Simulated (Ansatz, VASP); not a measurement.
Two plane-wave programs on Si16B

```xyz
17
Lattice="0.0000 5.4300 5.4300 5.4300 0.0000 5.4300 5.4300 5.4300 0.0000" Properties=species:S:1:pos:R:3 pbc="T T T"
Si   -0.0349    0.0347    0.0338
Si    1.3862    1.3615    1.3536
Si    2.7138    2.7154   -0.0047
Si    4.0681    4.0432    1.3529
Si    2.7240    0.0077    2.7073
Si    4.0699    1.3591    4.0473
Si    5.4214    2.7047    2.7068
Si    6.7832    4.0757    4.0621
Si   -0.0242    2.6927    2.6884
Si    1.3668    4.0666    4.0987
Si    2.7393    5.4560    2.6864
Si    4.0712    6.7891    4.0977
Si    2.7543    2.6758    5.4702
Si    4.0728    4.1005    6.7830
Si    5.4258    5.4338    5.4319
Si    6.7595    6.7869    6.7823
B     9.5283    6.7704    6.8556
```

Alike in both runs: functional PBE; dispersion D3(BJ); k mesh 2 × 2 × 2; occupations fermi-dirac, width 0.02 eV; collinear spin.

Ansatz relaxed the structure, and its values are those at the end. VASP's run is a single point on that final structure, the one shown.

|  | VASP | Ansatz |
| --- | --- | --- |
| version | VASP 6.6.1 | Ansatz 0.2.0 |
| potentials or method | VASP PAW PBE potentials, release 64 (Si, B), cutoff 520 eV | scalar-relativistic, plane waves, PAW |
| valence electrons in the cell | 67 | 67 |

```tsv
	VASP	Ansatz	Ansatz less VASP
rms of the force components (eV/Å)	0.019	0.019	+0.0001
net moment per atom (μB)	0.00	0.00	0.000
```

Ansatz's warnings: filled band counts differ across k points, seeded moment not kept.

The k mesh is coarse, so the values compare programs but aren't converged.
